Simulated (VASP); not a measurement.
Runs of VASP 6.6.1 on SrTiO3. The structure is that of space group I4/mcm (No. 140), or close to it. The cells are those of the table. 

```csv
cell,gap on the mesh (eV),pressure (GPa),largest force (eV/Å)
"a = 5.525 Å, angles 120.5, 119.5, 90.1°, 10 atoms",(b),-2.0,0.03
"a = 5.532 Å, angles 120.5, 119.2, 90.2°, 10 atoms",1.87,-2.8,0.04
"a = 5.477 Å, angles 119.9, 121.2, 89.1°, 10 atoms",1.95,(c),0.04
"a = 5.511 Å, angles 120.3, 120.0, 89.8°, 10 atoms",1.92,(a),0.02
```

Alike in all rows: task single point; level PBEsol; potentials or basis VASP PAW PBE potentials, release 64 (Sr_sv, Ti_sv, O); no spin polarisation; k mesh 8 × 8 × 8; cutoff (eV) 520; smearing gaussian 0.05 eV.

Question: Estimate the missing entries.

Answer: (a) -0.2; (b) 1.89; (c) 4.7.

Caveats: the PAW data sets were made with another functional, which shifts forces and pressure a little; the cell stands under pressure (at least some runs).

A k mesh can miss the band edges, and the runs leave out spin-orbit coupling on Sr.
